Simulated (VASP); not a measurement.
# BP4 (I4/mmm) in VASP: notebook, part 2 of 2

VASP 6.6.1. The steps go on from the part before.

## Step 4: Relaxation of cell and atoms, PBE

This run uses another cell than the first one, of 18.84 Å³/atom, 1.195 times its volume.

Input file INCAR:

```
SYSTEM = BP4
  PREC = Accurate
  ENCUT = 600
  EDIFF = 1E-6
  ISMEAR = 0
  SIGMA = 0.1
  LREAL = .FALSE.
  LASPH = .TRUE.
  NELM = 100
  ALGO = Normal
  ISIF = 3
  LWAVE = .FALSE.
  LCHARG = .FALSE.
  GGA = PE
  IBRION = 2
  NSW = 90
  EDIFFG = -0.04
```

Input file KPOINTS:

```
Automatic mesh
0
G
  6 6 6
  0 0 0
```

Input file POSCAR:

```
BP4
1.0
   -2.0903390300      2.0903390300      5.3902936000
    2.0903390300     -2.0903390300      5.3902936000
    2.0903390300      2.0903390300     -5.3902936000
B P
1 4
Direct
    0.0000000000      0.0000000000      0.0000000000
    0.3860407800      0.3860407800      0.0000000000
    0.6139592200      0.6139592200      0.0000000000
    0.7500000000      0.2500000000      0.5000000000
    0.2500000000      0.7500000000      0.5000000000
```

Potentials or basis: VASP PAW PBE potentials, release 64 (B, P).

Started as:

```sh
$ cat potpaw_PBE.64/B/POTCAR potpaw_PBE.64/P/POTCAR > POTCAR
$ mpirun -np 1 vasp_std > vasp.out
```

OUTCAR:

```text
SYSTEM = BP4
   PREC = Accurate
   ENCUT = 600
   EDIFF = 1E-6
   ISMEAR = 0
   LREAL = .FALSE.
   LASPH = .TRUE.
   NELM = 100
   ISIF = 3
   GGA = PE
   IBRION = 2
   NSW = 90
   EDIFFG = -0.04

 ion  position               nearest neighbor table
   1  0.000  0.000  0.000-
   2  0.386  0.386  0.000-   3 2.46   4 2.55   5 2.55   5 2.55   4 2.55
   3  0.614  0.614  0.000-   2 2.46   4 2.55   5 2.55   4 2.55   5 2.55
   4  0.750  0.250  0.500-   3 2.55   2 2.55   2 2.55   3 2.55   5 2.96   5 2.96   5 2.96   5 2.96

   5  0.250  0.750  0.500-   3 2.55   2 2.55   2 2.55   3 2.55   4 2.96   4 2.96   4 2.96   4 2.96

  LATTYP: Found a body centered tetragonal cell.
 ALAT       =     4.1806780600
 C/A-ratio  =     2.5786695472

  Lattice vectors:

 A1 = (  -2.0903390300,   2.0903390300,   5.3902936000)
 A2 = (   2.0903390300,  -2.0903390300,   5.3902936000)
 A3 = (   2.0903390300,   2.0903390300,  -5.3902936000)

Analysis of symmetry for initial positions (statically):
=====================================================================
 Subroutine PRICEL returns:
 Original cell was already a primitive cell.

 Routine SETGRP: Setting up the symmetry group for a
 body centered tetragonal supercell.

 Subroutine GETGRP returns: Found 16 space group operations
 (whereof 16 operations were pure point group operations)
 out of a pool of 16 trial point group operations.

The static configuration has the point symmetry D_4h.

Analysis of symmetry for dynamics (positions and initial velocities):
=====================================================================
 Subroutine PRICEL returns:
 Original cell was already a primitive cell.

 Routine SETGRP: Setting up the symmetry group for a
 body centered tetragonal supercell.

 Subroutine GETGRP returns: Found 16 space group operations
 (whereof 16 operations were pure point group operations)
 out of a pool of 16 trial point group operations.

The dynamic configuration has the point symmetry D_4h.

 Subroutine INISYM returns: Found 16 space group operations
[... 123 lines left out ...]
     AMIX_MAG =   1.60;   BMIX_MAG =  1.00
  volume/ion in A,a.u.               =      18.84       127.15
  Fermi-wavevector in a.u.,A,eV,Ry     =   1.023172  1.933515 14.243691  1.046882
  Thomas-Fermi vector in A             =   2.156892
   LORBIT       =      0    0 simple, 1 ext, 2 COOP (PROOUT), +10 PAW based schemes
   GGA     = PE    functional components
   LHFCALC =     F    Hartree Fock is set to
   AEXX    =    0.0000 exact exchange contribution
   IVDW    =     0    specifies the selected vdW correction
   LEPSILON=     F    determine dielectric tensor
   LRPA    =     F    only Hartree local field effects (RPA)
 conjugate gradient relaxation of ions
 non-spin polarized calculation
 Gauss-broadening in eV      SIGMA  =   0.10
  energy-cutoff  :      600.00
  volume of cell :       94.21
 maximum number of plane-waves:      3166
 NGX is ok and might be reduce to    50
   NGX = 25   NGY = 25   NGZ = 25

--------------------------------------- Ionic step        1  -------------------------------------------

 number of electron      23.0000000 magnetization

 Free energy of the ion-electron system (eV)
  ---------------------------------------------------
  ext. energy  EPLUGINS =         0.00000000
  ---------------------------------------------------
  free energy    TOTEN  =       -21.04566913 eV

  energy without entropy =      -21.03674328  energy(sigma->0) =      -21.04120620

------------------------ aborting loop because EDIFF is reached ----------------------------------------

  FORCE on cell =-STRESS in cart. coord.  units (eV):
  Direction    XX          YY          ZZ          XY          YZ          ZX
  --------------------------------------------------------------------------------------
  -------------------------------------------------------------------------------------
  Total       -4.6262461     -4.6262461     -4.1515281      0.0000000      0.0000000      0.0000000
  in kB      -78.6744004    -78.6744004    -70.6012984      0.0000000      0.0000000      0.0000000
  external PRESSURE =     -75.9833664 kB  Pullay stress =       0.0000000 kB
[... 971 lines left out ...]
      4      -0.3161      2.00000
      5       2.7177      2.00000
      6       3.0355      2.00000
      7       4.1308      2.00000
      8       4.5843      2.00000
      9       7.3438      2.00000
     10       9.5500      2.00000
     11      10.2973      0.13956
     12      10.4483      0.00030
     13      11.0155      0.00000
     14      13.7330      0.00000
     15      14.6603      0.00000

 [... further k-points ...]

[... ionic steps 4 to 37 ...]

--------------------------------------- Ionic step       38  -------------------------------------------

 number of electron      22.9999999 magnetization

------------------------ aborting loop because EDIFF is reached ----------------------------------------
[... 73 lines left out ...]
--------------------------------------- Ionic step       40  -------------------------------------------

 number of electron      23.0000000 magnetization

 Free energy of the ion-electron system (eV)
  ---------------------------------------------------
  ext. energy  EPLUGINS =         0.00000000
  ---------------------------------------------------
  free energy    TOTEN  =       -25.19438479 eV

  energy without entropy =      -25.18998910  energy(sigma->0) =      -25.19218695

 E-fermi :   7.1312     XC(G=0): -10.4505

 val. band max:        7.0432485410   @ k =  -0.1667   0.1667   0.0000
 cond. band min:       7.1446898819   @ k =   0.5000   0.5000   0.1667
 fundamental gap:      0.1014413410
 Fermi energy:         7.1311987886
[... 464 lines left out ...]
  FREE ENERGIE OF THE ION-ELECTRON SYSTEM (eV)
  ---------------------------------------------------
  free  energy   TOTEN  =       -25.1943847904 eV

  energy  without entropy=      -25.1899891004  energy(sigma->0) =      -25.19218695

 reached required accuracy - stopping structural energy minimisation
```

OSZICAR:

```text
N       E                     dE             d eps       ncg     rms          rms(c)
DAV:   1     0.826313941078E+02    0.82631E+02   -0.10375E+04   900   0.144E+03
DAV:   2    -0.145912395562E+02   -0.97223E+02   -0.95929E+02  1228   0.189E+02
DAV:   3    -0.210001412103E+02   -0.64089E+01   -0.63595E+01  1306   0.486E+01
[... 412 lines left out ...]
DAV:   1    -0.251944928793E+02   -0.31099E-03   -0.15403E-02   907   0.746E-01    0.889E-02
DAV:   2    -0.251944403560E+02    0.52523E-04   -0.79718E-04  1208   0.195E-01    0.443E-02
DAV:   3    -0.251943873173E+02    0.53039E-04   -0.10232E-04  1062   0.598E-02    0.136E-02
DAV:   4    -0.251943844518E+02    0.28656E-05   -0.15990E-05  1131   0.245E-02    0.524E-03
DAV:   5    -0.251943847904E+02   -0.33862E-06   -0.10196E-06   507   0.677E-03
  40 F= -.25194385E+02 E0= -.25192187E+02  d E =-.202786E-03
```

Run time: 27 min. Hardware: 1 thread of Intel Xeon Platinum 8488C (Sapphire Rapids), shared host; peak memory 0.39 GiB.

Results:

- Free energy: -25.1944 eV
- Relaxed volume: 15.73 Å³/atom
- Relaxed cell: a = 4.767 Å, b = 4.767 Å, c = 4.767 Å, α = 118.07°, β = 118.07°, γ = 93.37°
- Space group after relaxing (to 0.05 Å): I4/mmm (No. 139)
- Energy gained by relaxing: 829.7 meV/atom
- Ionic steps: 40
- Pressure after relaxing: 0.0 GPa
- Largest force after relaxing: 0.015 eV/Å

Forces on the atoms (eV/Å):
```
B    0.000  0.000  0.000
P    0.000  0.000 -0.015
P    0.000  0.000  0.015
P    0.000  0.000  0.000
P    0.000  0.000  0.000
```

The path:
| step | energy change (eV) | largest force (eV/Å) | pressure (GPa) | volume (Å³) |
| --- | --- | --- | --- | --- |
| 1 | 0.0000 | 1.3052 | -7.60 | 94.21 |
| 2 | -0.4881 | 0.8364 | -1.18 | 82.54 |
| 3 | -0.5120 | 0.6432 | 1.28 | 79.75 |
| 4 | -0.5676 | 0.6293 | 1.55 | 80.52 |
| 5 | -0.7089 | 0.4049 | 2.32 | 82.86 |
| 6 | -0.6026 | 1.0221 | 5.84 | 87.65 |
| 7 | -0.7423 | 0.2614 | 3.40 | 84.64 |
| 8 | -0.7707 | 0.2382 | 2.21 | 86.69 |
| 9 | -0.7927 | 0.1219 | 0.72 | 89.95 |
| 10 | -0.7865 | 0.1658 | -1.64 | 96.71 |
| 11 | -0.7973 | 0.0153 | -0.30 | 92.73 |
| 12 | -0.8132 | 0.0565 | -0.44 | 92.74 |
| 13 | -0.8748 | 0.3189 | -1.04 | 92.73 |
| 14 | -1.0509 | 0.6620 | -2.80 | 92.50 |
| 15 | -1.4906 | 0.5123 | -6.20 | 91.19 |
| 16 | -2.1871 | 1.4109 | -11.60 | 84.82 |
| 17 | 55.3077 | 47.8363 | 371.49 | 54.50 |
| 18 | -1.8117 | 2.3762 | -9.78 | 84.47 |
| 19 | -1.9700 | 2.2361 | -9.64 | 83.02 |
| 20 | -2.4062 | 2.0018 | -8.27 | 78.78 |
| 21 | -2.8104 | 0.7123 | 0.08 | 70.71 |
| 22 | -2.8918 | 0.7249 | 0.35 | 70.16 |
| 23 | -3.1390 | 0.9094 | 1.09 | 68.46 |
| 24 | -3.6435 | 0.7058 | 9.26 | 64.82 |
| 25 | -3.7399 | 0.4124 | 9.37 | 65.88 |
| 26 | -3.7822 | 0.2358 | 10.03 | 67.35 |
| 27 | -3.9208 | 0.0687 | 6.04 | 70.52 |
| 28 | -4.0365 | 0.1227 | 1.50 | 75.98 |
| 29 | -4.0410 | 0.1372 | -0.11 | 77.74 |
| 30 | -4.0966 | 0.3852 | -0.69 | 77.70 |
| 31 | -4.1193 | 0.5897 | -1.04 | 77.64 |
| 32 | -4.1198 | 0.6207 | -1.09 | 77.63 |
| 33 | -4.1349 | 0.3422 | 0.09 | 77.07 |
| 34 | -4.1385 | 0.1296 | 1.01 | 76.66 |
| 35 | -4.1424 | 0.0952 | 0.76 | 77.12 |
| 36 | -4.1480 | 0.0081 | 0.07 | 78.50 |
| 37 | -4.1480 | 0.0198 | 0.00 | 78.66 |
| 38 | -4.1485 | 0.0624 | -0.21 | 78.81 |
| 39 | -4.1485 | 0.0477 | -0.17 | 78.79 |
| 40 | -4.1487 | 0.0149 | 0.02 | 78.67 |

Final structure:
```xyz
5
Lattice="-2.4524 2.4524 3.2702 2.4524 -2.4524 3.2702 2.4524 2.4524 -3.2702" Properties=species:S:1:pos:R:3 pbc="T T T"
B     0.0000    0.0000    6.5403
P     0.0000    0.0000    1.8293
P     0.0000    0.0000    4.7110
P     0.0000    2.4524    1.6351
P     2.4524    0.0000    1.6351
```

Caveat: the volume moved by over 15 % at a fixed basis, so the end points are rough.

## Step 5: Single point, PBE

This run uses another cell than the first one, of 15.64 Å³/atom, 0.992 times its volume.

Input file INCAR:

```
SYSTEM = BP4
PREC = Accurate
ENCUT = 520
EDIFF = 1E-6
ISMEAR = 0
SIGMA = 0.1
LREAL = .False.
LASPH = .True.
NELM = 80
ALGO = Normal
ISIF = 2
LWAVE = .False.
LCHARG = .False.
GGA = PE
NBANDS = 20
```

Input file KPOINTS:

```
Automatic mesh
0
Gamma
  12 12 12
  0 0 0
```

Input file POSCAR:

```
BP4
1.0
   -2.4577818345      2.4577818345      3.2359215420
    2.4577818345     -2.4577818345      3.2359215420
    2.4577818345      2.4577818345     -3.2359215420
B P
1 4
Direct
    0.0000000000      0.0000000000      0.0000000000
    0.2825391074      0.2825391074      0.0000000000
    0.7174608926      0.7174608926      0.0000000000
    0.7500000000      0.2500000000      0.5000000000
    0.2500000000      0.7500000000      0.5000000000
```

Started as:

```sh
$ cat potpaw_PBE.64/B/POTCAR potpaw_PBE.64/P/POTCAR > POTCAR
$ mpirun -np 1 vasp_std > vasp.out
```

Wall time 2.7 min (1 thread of Intel Xeon Platinum 8488C (Sapphire Rapids), shared host); peak memory 0.33 GiB.

The run converged. Its results:

| Property | Result |
| --- | --- |
| Free energy | -25.1190 eV |
| Pressure | -0.2 GPa |
| Largest force | 0.034 eV/Å |

Forces in eV/Å, atoms in the order of the input:
```
B    0.000  0.000  0.000
P    0.000  0.000 -0.034
P    0.000  0.000  0.034
P    0.000  0.000  0.000
P    0.000  0.000  0.000
```

Levels at points of the mesh, in eV from the Fermi level:
| k point | band 9 | band 10 | band 11 | band 12 | band 13 | band 14 |
| --- | --- | --- | --- | --- | --- | --- |
| (0.00, 0.00, 0.00) | -4.56 | -3.28 | -2.72 | -0.76 | -0.76 | 1.40 |
| (0.50, 0.00, 0.00) | -1.94 | -1.64 | -1.48 | -0.45 | 1.16 | 1.29 |
| (0.50, 0.50, 0.00) | -1.26 | -0.83 | -0.53 | -0.43 | -0.33 | 1.00 |
| (0.50, 0.50, 0.50) | -3.35 | -1.15 | -0.58 | 1.70 | 1.70 | 1.81 |

## Step 6: Relaxation of cell and atoms, PBE

Input file INCAR:

```
SYSTEM = BP4
PREC     = Accurate       ! precision mode
ENCUT    = 600            ! plane-wave cutoff, eV
EDIFF    = 1E-7           ! SCF threshold, eV
ISMEAR   = 0              ! smearing method
SIGMA    = 0.1            ! smearing width, eV
LREAL    = .False.        ! projectors in reciprocal space
LASPH    = .True.         ! aspherical terms in the spheres
NELM     = 80             ! most SCF steps
ALGO     = Normal         ! electronic algorithm
ISIF     = 3              ! what is computed and relaxed
LWAVE    = .False.        ! write WAVECAR
LCHARG   = .False.        ! write CHGCAR
GGA      = PE             ! functional
IBRION   = 2              ! ionic algorithm
NSW      = 100            ! ionic steps
EDIFFG   = -0.01          ! ionic threshold
```

KPOINTS is that of step 5.

Input file POSCAR:

```
BP4
1.0
   -2.4540269592      2.4540269592      3.2728303088
    2.4540269592     -2.4540269592      3.2728303088
    2.4540269592      2.4540269592     -3.2728303088
B P
1 4
Direct
    0.0000000000      0.0000000000      0.0000000000
    0.2796064962      0.2796064962      0.0000000000
    0.7203935038      0.7203935038      0.0000000000
    0.7500000000      0.2500000000      0.5000000000
    0.2500000000      0.7500000000      0.5000000000
```

Potentials or basis: VASP PAW PBE potentials, release 64 (B, P).

Started as:

```sh
$ cat potpaw_PBE.64/B/POTCAR potpaw_PBE.64/P/POTCAR > POTCAR
$ mpirun -np 1 vasp_std > vasp.out
```

Wall time 17 min (1 thread of Intel Xeon Platinum 8488C (Sapphire Rapids), shared host); peak memory 0.38 GiB.

Results (log left out):

| Quantity | Value |
| --- | --- |
| Free energy | -25.1206 eV |
| Relaxed volume | 15.62 Å³/atom |
| Relaxed cell | a = 4.747 Å, b = 4.747 Å, c = 4.747 Å, α = 117.68°, β = 117.68°, γ = 94.07° |
| Space group after relaxing (to 0.05 Å) | I4/mmm (No. 139) |
| Energy gained by relaxing | 0.8 meV/atom |
| Ionic steps | 10 |
| Pressure after relaxing | 0.0 GPa |

The path:
| step | energy change (eV) | largest force (eV/Å) | pressure (GPa) | volume (Å³) |
| --- | --- | --- | --- | --- |
| 1 | 0.0000 | 0.0041 | -0.23 | 78.84 |
| 2 | -0.0014 | 0.1891 | 0.30 | 78.58 |
| 3 | -0.0017 | 0.1332 | 0.15 | 78.65 |
| 4 | -0.0029 | 0.0713 | -0.12 | 78.71 |
| 5 | -0.0031 | 0.0277 | -0.30 | 78.75 |
| 6 | -0.0037 | 0.0057 | -0.17 | 78.42 |
| 7 | -0.0039 | 0.0147 | -0.05 | 78.11 |
| 8 | -0.0039 | 0.0139 | -0.05 | 78.13 |
| 9 | -0.0039 | 0.0204 | 0.07 | 78.06 |
| 10 | -0.0039 | 0.0002 | 0.00 | 78.10 |

Final structure:
```yaml
crystal:
  lattice:
    - [-2.45652, 2.45652, 3.23547]
    - [2.45652, -2.45652, 3.23547]
    - [2.45652, 2.45652, -3.23547]
  atoms:
    - { symbol: B, position: [0.00000, 0.00000, 0.00000] }
    - { symbol: P, position: [0.28234, 0.28234, 0.00000] }
    - { symbol: P, position: [0.71766, 0.71766, 0.00000] }
    - { symbol: P, position: [0.75000, 0.25000, 0.50000] }
    - { symbol: P, position: [0.25000, 0.75000, 0.50000] }
```

Levels at points of the mesh, in eV from the Fermi level:
```
           k point  band 7  band 8  band 9  band 10  band 11  band 12  band 13  band 14  band 15
(0.00, 0.00, 0.00)   -5.49   -4.56   -4.56    -3.28    -2.72    -0.77    -0.77     1.40     2.01
(0.50, 0.00, 0.00)   -5.60   -5.29   -1.94    -1.64    -1.48    -0.45     1.17     1.29     2.20
(0.50, 0.50, 0.00)   -2.77   -2.30   -1.26    -0.83    -0.53    -0.43    -0.33     1.00     1.46
(0.50, 0.50, 0.50)   -5.53   -3.35   -3.35    -1.15    -0.57     1.70     1.70     1.81     3.38
```

## Step 7: Overview

| task | cell | k mesh | cutoff (eV) | gap on the mesh (eV) | pressure (GPa) | relaxed volume (Å³/atom) | largest force (eV/Å) |
| --- | --- | --- | --- | --- | --- | --- | --- |
| single point | a = 4.770 Å, angles 118.1, 118.1, 93.4°, 5 atoms | 6 × 6 × 6 | 520 | none | -0.1 | - | 0.03 |
| single point | a = 6.148 Å, angles 140.2, 140.2, 57.5°, 5 atoms | 6 × 6 × 6 | 520 | none | -7.6 | - | 1.30 |
| relaxation of cell and atoms | relaxed from a = 6.148 Å, angles 140.2, 140.2, 57.5°, 5 atoms | 6 × 6 × 6 | 600 | none | 0.0 | 15.73 | 0.01 |
| single point | a = 4.749 Å, angles 117.7, 117.7, 94.1°, 5 atoms | 12 × 12 × 12 | 520 | none | -0.2 | - | 0.03 |
| relaxation of cell and atoms | relaxed from a = 4.770 Å, angles 118.1, 118.1, 93.4°, 5 atoms | 12 × 12 × 12 | 600 | none | 0.0 | 15.62 | - |

Alike in all rows: level PBE; potentials or basis VASP PAW PBE potentials, release 64 (B, P); no spin polarisation; smearing gaussian 0.1 eV.

Caveats: forces of over 1 eV/Å act on the atoms, so gaps and moduli don't describe the material at rest (some runs); the volume moved by over 15 % at a fixed basis, so the end points are rough (some runs).

Total energies depend on the potentials used, so only differences within one code and one set of settings carry meaning.
